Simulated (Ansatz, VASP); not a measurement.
H in VASP and in Ansatz

```
CELL_PARAMETERS angstrom
9.00000 0.00000 0.00000
0.00000 9.20000 0.00000
0.00000 0.00000 10.20000
ATOMIC_POSITIONS crystal
H 0.50000 0.50000 0.46322
H 0.50000 0.50000 0.53678
```

Alike in both runs: functional PBE; dispersion D3(BJ); k mesh 1 × 1 × 1; occupations gaussian, width 0.01 eV; no spin polarisation.

Ansatz relaxed the structure, and its values are those at the end. VASP's run is a single point on that final structure, the one shown.

```csv
,VASP,Ansatz
version,VASP 6.6.1,Ansatz 0.2.0
potentials or method,"VASP PAW PBE potentials, release 64 (H), cutoff 520 eV","scalar-relativistic, plane waves, PAW"
valence electrons in the cell,2,2
```

|  | VASP | Ansatz | Ansatz less VASP |
| --- | --- | --- | --- |
| gap on the k mesh at the Fermi level (eV) | 10.11 | 10.11 | -0.007 |
| rms of the force components (eV/Å) | 0.007 | 0.001 | -0.0065 |
